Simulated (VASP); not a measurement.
SnO2, 3 atoms in the cell. The structure is tetragonal, space group P4/mmm (No. 123). Conventional cell: a = 3.562 Å, b = 3.562 Å, c = 2.854 Å, α = 90.00°, β = 90.00°, γ = 90.00°. Sn (site symmetry 4/mmm) has 8 O at 2.28 Å and 2 Sn at 2.85 Å within 3.0 Å. O (site symmetry mmm) has 4 Sn at 2.28 Å and 6 O at 2.52 to 2.85 Å within 3.0 Å. The cell was built from a structure type or drawn by symmetry, and may not be a known phase.

- Program: VASP 6.6.1
- Task: relaxation of cell and atoms
- Functional: PBE
- Potentials or basis: VASP PAW PBE potentials, release 64 (Sn_d, O)
- Cutoff: 600 eV
- k mesh: 6 × 6 × 6
- Occupations: gaussian, width 0.1 eV
- Spin: no spin polarisation
- Dipole correction: no
- Further INCAR settings: ALGO = Normal; EDIFF = 1e-07; IBRION = 2; EDIFFG = -0.04; NSW = 90; ISIF = 3

Potentials or basis: VASP PAW PBE potentials, release 64 (Sn_d, O).

Launch:

```console
$ cat potpaw_PBE.64/Sn_d/POTCAR potpaw_PBE.64/O/POTCAR > POTCAR
$ mpirun -np 1 vasp_std > vasp.out
```

Hardware: 1 thread of Intel(R) Xeon(R) 6975P-C (Granite Rapids), with other jobs on the host.

Estimate the wall time of this run.

Run time: 11 s on 1 thread of Intel(R) Xeon(R) 6975P-C (Granite Rapids), with other jobs on the host, peak memory 0.16 GiB. Counts: scf iterations 15, k points 40, ion steps 1.
